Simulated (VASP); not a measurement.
# Tl (I4/mmm) in VASP: a series of runs, part 2 of 2

VASP 6.6.1.

### 3 Single point, r2SCAN (strain -0.0500 x Voigt [1, 1, 0, 0, 0, 0])

Input file POSCAR:

```
Tl
1.0
   -1.8439500000      1.8439500000      1.9410000000
    1.8439500000     -1.8439500000      1.9410000000
    1.8439500000      1.8439500000     -1.9410000000
Tl
1
Direct
    0.0000000000      0.0000000000      0.0000000000
```

Input file INCAR.step1:

```
SYSTEM = Tl
  ALGO = Normal
  EDIFF = 1E-4
  ENCUT = 520
  GGA = PE
  ISMEAR = 0
  LASPH = .TRUE.
  LCHARG = .FALSE.
  LREAL = .FALSE.
  LWAVE = .TRUE.
  NBANDS = 12
  NELM = 100
  PREC = Accurate
  SIGMA = 0.15
```

Input file INCAR.step2:

```
SYSTEM = Tl
  ALGO = Normal
  EDIFF = 1E-6
  ENCUT = 520
  ISIF = 2
  ISMEAR = 0
  ISTART = 1
  LASPH = .TRUE.
  LCHARG = .TRUE.
  LELF = .TRUE.
  LMIXTAU = .TRUE.
  LREAL = .FALSE.
  LVHAR = .TRUE.
  LWAVE = .FALSE.
  METAGGA = R2SCAN
  NBANDS = 12
  NELM = 100
  PREC = Accurate
  SIGMA = 0.15
```

Input file KPOINTS:

```
k-points
0
G
  18 18 18
  0 0 0
```

Potentials or basis: VASP PAW PBE potentials, release 64 (Tl_d).

The run is started by

```bash
cat potpaw_PBE.64/Tl_d/POTCAR > POTCAR
cp INCAR.step1 INCAR
mpirun -np 1 vasp_std > vasp.out
cp INCAR.step2 INCAR
mpirun -np 1 vasp_std > vasp.out
```

OUTCAR:

```text
SYSTEM = Tl
   EDIFF = 1E-6
   ENCUT = 520
   ISIF = 2
   ISMEAR = 0
   ISTART = 1
   LASPH = .TRUE.
   LREAL = .FALSE.
   METAGGA = R2SCAN
   NELM = 100
   PREC = Accurate

 ion  position               nearest neighbor table
   1  0.000  0.000  0.000-

  LATTYP: Found a body centered tetragonal cell.
 ALAT       =     3.6879000000
 C/A-ratio  =     1.0526315789

  Lattice vectors:

 A1 = (  -1.8439500000,   1.8439500000,   1.9410000000)
 A2 = (   1.8439500000,  -1.8439500000,   1.9410000000)
 A3 = (   1.8439500000,   1.8439500000,  -1.9410000000)

Analysis of symmetry for initial positions (statically):
=====================================================================
 Subroutine PRICEL returns:
 Original cell was already a primitive cell.

 Routine SETGRP: Setting up the symmetry group for a
 body centered tetragonal supercell.

 Subroutine GETGRP returns: Found 16 space group operations
 (whereof 16 operations were pure point group operations)
 out of a pool of 16 trial point group operations.

The static configuration has the point symmetry D_4h.

Analysis of symmetry for dynamics (positions and initial velocities):
=====================================================================
 Subroutine PRICEL returns:
 Original cell was already a primitive cell.

 Routine SETGRP: Setting up the symmetry group for a
 body centered tetragonal supercell.

 Subroutine GETGRP returns: Found 16 space group operations
 (whereof 16 operations were pure point group operations)
 out of a pool of 16 trial point group operations.

The dynamic configuration has the point symmetry D_4h.

 Subroutine INISYM returns: Found 16 space group operations
 (whereof 16 operations are pure point group operations),
 and found     1 'primitive' translations

----------------------------------------------------------------------------------------

                                     Primitive cell

  volume of cell :      26.3988

  direct lattice vectors                    reciprocal lattice vectors
    -1.843950000  1.843950000  1.941000000     0.000000000  0.271157027  0.257599176
     1.843950000 -1.843950000  1.941000000     0.271157027  0.000000000  0.257599176
     1.843950000  1.843950000 -1.941000000     0.271157027  0.271157027  0.000000000

  length of vectors
     3.250812853  3.250812853  3.250812853     0.374009985  0.374009985  0.383473945

  position of ions in fractional coordinates (direct lattice)
     0.000000000  0.000000000  0.000000000

  ion indices of the primitive-cell ions
   primitive index   ion index
                 1           1

----------------------------------------------------------------------------------------

 KPOINTS: k-points

Automatic generation of k-mesh.
 Grid dimensions read from file:
 generate k-points for:   18   18   18

 Generating k-lattice:

  Cartesian coordinates                     Fractional coordinates (reciprocal lattice)
     0.000000000  0.015064279  0.014311065     0.055555556  0.000000000 -0.000000000
     0.015064279  0.000000000  0.014311065     0.000000000  0.055555556 -0.000000000
     0.015064279  0.015064279  0.000000000     0.000000000  0.000000000  0.055555556

  Length of vectors
     0.020778332  0.020778332  0.021304108

  Shift w.r.t. Gamma in fractional coordinates (k-lattice)
     0.000000000  0.000000000  0.000000000

 Subroutine IBZKPT returns following result:
 ===========================================

 Found    480 irreducible k-points:

 Following reciprocal coordinates:
            Coordinates               Weight
  0.000000  0.000000  0.000000      1.000000
  0.055556  0.000000  0.000000      8.000000
  0.111111  0.000000  0.000000      8.000000
  0.166667 -0.000000  0.000000      8.000000
  0.222222  0.000000 -0.000000      8.000000
  0.277778  0.000000  0.000000      8.000000
[... 16 lines left out ...]
 -0.277778  0.055556  0.000000     16.000000
 -0.222222  0.055556  0.000000     16.000000
 [... further k-points ...]
   k-points           NKPTS =    480   k-points in BZ     NKDIM =    480   number of bands    NBANDS=     12
   number of dos      NEDOS =    301   number of ions     NIONS =      1
   total plane-waves  NPLWV =  13824
   dimension x,y,z NGX =    24 NGY =   24 NGZ =   24
   dimension x,y,z NGXF=    48 NGYF=   48 NGZF=   48
   ions per type =               1
   NGX,Y,Z   is equivalent  to a cutoff of  12.27, 12.27, 12.27 a.u.
   NGXF,Y,Z  is equivalent  to a cutoff of  24.55, 24.55, 24.55 a.u.
 SYSTEM =  Tl
   PREC   = accura    normal or accurate (medium, high low for compatibility)
   ISTART =      1    job   : 0-new  1-cont  2-samecut
   ICHARG =      0    charge: 1-file 2-atom 10-const
   ISPIN  =      1    spin polarized calculation?
   LNONCOLLINEAR =      F non collinear calculations
   LSORBIT =      F    spin-orbit coupling
   LASPH  =      T    aspherical Exc in radial PAW
   ENCUT  =  520.0 eV  38.22 Ry    6.18 a.u.   6.04  6.04  6.04*2*pi/ulx,y,z
   NELM   =    100;   NELMIN=  2; NELMDL=  0     # of ELM steps
   EDIFF  = 0.1E-05   stopping-criterion for ELM
   LREAL  =      F    real-space projection
   EDIFFG = 0.1E-04   stopping-criterion for IOM
   NSW    =      0    number of steps for IOM
   IBRION =     -1    ionic relax: 0-MD 1-quasi-New 2-CG
   NFREE  =      0    steps in history (QN), initial steepest desc. (CG)
   ISIF   =      2    stress and relaxation
   ISYM   =      2    0-nonsym 1-usesym 2-fastsym
   POTIM  = 0.5000    time-step for ionic-motion
   TEBEG  =    0.0;   TEEND  =   0.0 temperature during run
   PSTRESS=    0.0 pullay stress
   NELECT =      13.0000    total number of electrons
   NUPDOWN=      -1.0000    fix difference up-down
   EMIN   =  10.00;   EMAX   =-10.00  energy-range for DOS
   EFERMI =   0.00;   METHOD = LEGACY
   ISMEAR =     0;   SIGMA  =   0.15  broadening in eV -4-tet -1-fermi 0-gaus
   EFERMI_NEDOS =   21; number of points for ismear=-14 and -15
   IALGO  =     38    algorithm
   IMIX   =      4    mixing-type and parameters
     AMIX     =   0.40;   BMIX     =  1.00
     AMIX_MAG =   1.60;   BMIX_MAG =  1.00
  volume/ion in A,a.u.               =      26.40       178.15
  Fermi-wavevector in a.u.,A,eV,Ry     =   1.292790  2.443019 22.739501  1.671306
  Thomas-Fermi vector in A             =   2.424476
   LORBIT       =      0    0 simple, 1 ext, 2 COOP (PROOUT), +10 PAW based schemes
   METAGGA = R2SCAN    functional components
   LHFCALC =     F    Hartree Fock is set to
   AEXX    =    0.0000 exact exchange contribution
   IVDW    =     0    specifies the selected vdW correction
   LEPSILON=     F    determine dielectric tensor
   LRPA    =     F    only Hartree local field effects (RPA)
 non-spin polarized calculation
 Gauss-broadening in eV      SIGMA  =   0.15
  energy-cutoff  :      520.00
  volume of cell :       26.40
 maximum number of plane-waves:       734
   NGX = 13   NGY = 13   NGZ = 13

 number of electron      13.0000000 magnetization

 Free energy of the ion-electron system (eV)
  ---------------------------------------------------
  ext. energy  EPLUGINS =         0.00000000
  ---------------------------------------------------
  free energy    TOTEN  =       -53.11494513 eV

  energy without entropy =      -53.11061569  energy(sigma->0) =      -53.11278041

 E-fermi :   7.4785     XC(G=0): -11.2850

 val. band max:        7.4756521607   @ k =  -0.3889  -0.3889   0.1667
 cond. band min:       7.4892956769   @ k =  -0.3333   0.4444   0.3333
 fundamental gap:      0.0136435161
 Fermi energy:         7.4784873463

 k-point     1 :       0.0000    0.0000    0.0000
  band No.  band energies     occupation
      1      -4.9911      2.00000
      2      -4.9911      2.00000
      3      -4.9097      2.00000
      4      -4.4719      2.00000
      5      -4.3944      2.00000
      6      -3.6225      2.00000
      7      19.1984      0.00000
      8      19.5244      0.00000
      9      19.5244      0.00000
     10      20.2574      0.00000
     11      21.1216      0.00000
     12      21.1216      0.00000
[... 331 lines left out ...]
 k-point    24 :      -0.2222    0.0556    0.0000
  band No.  band energies     occupation
      1      -5.0258      2.00000
      2      -4.9745      2.00000
      3      -4.6813      2.00000
      4      -4.5187      2.00000
      5      -4.4206      2.00000
      6      -2.5577      2.00000
      7      13.2804      0.00000
      8      16.6877      0.00000
      9      17.3869      0.00000
     10      20.3018      0.00000
     11      20.7606      0.00000
     12      20.9427      0.00000

 [... further k-points ...]

------------------------ aborting loop because EDIFF is reached ----------------------------------------

  FORCE on cell =-STRESS in cart. coord.  units (eV):
  Direction    XX          YY          ZZ          XY          YZ          ZX
  --------------------------------------------------------------------------------------
  -------------------------------------------------------------------------------------
  Total        1.0065910      1.0065910      0.8707735      0.0000000     -0.0000000      0.0000000
  in kB       61.0913653     61.0913653     52.8484167      0.0000000     -0.0000000      0.0000000
  external PRESSURE =      58.3437157 kB  Pullay stress =       0.0000000 kB

 VOLUME and BASIS-vectors are now :
 -----------------------------------------------------------------------------
  energy-cutoff  :      520.00
  volume of cell :       26.40
      direct lattice vectors                 reciprocal lattice vectors
    -1.843950000  1.843950000  1.941000000     0.000000000  0.271157027  0.257599176
     1.843950000 -1.843950000  1.941000000     0.271157027  0.000000000  0.257599176
     1.843950000  1.843950000 -1.941000000     0.271157027  0.271157027  0.000000000

 POSITION                                       TOTAL-FORCE (eV/Angst)
 -----------------------------------------------------------------------------------
      0.00000      0.00000      0.00000        -0.000000      0.000000     -0.000000
 -----------------------------------------------------------------------------------
    total drift:                                0.000000      0.000000      0.000000

  FREE ENERGIE OF THE ION-ELECTRON SYSTEM (eV)
  ---------------------------------------------------
  free  energy   TOTEN  =       -53.1149451306 eV

  energy  without entropy=      -53.1106156916  energy(sigma->0) =      -53.11278041
```

Run time: 4.7 min. Hardware: 1 thread of Intel Xeon Platinum 8259CL at 2.50GHz (Skylake/Cascade Lake), shared host; peak memory 0.26 GiB.

Results:

```
Free energy : -53.1149 eV
Pressure    : 5.8 GPa
```

Stress tensor (GPa, compression positive):
```
6.11 0.00 0.00
0.00 6.11 0.00
0.00 0.00 5.28
```

Caveat: the cell differs from its parent crystal (strain -0.0500 x Voigt [1, 1, 0, 0, 0, 0]); the PAW data sets were made with another functional, which shifts forces and pressure a little; spin-orbit coupling is left out, which moves the levels of the heavy elements.
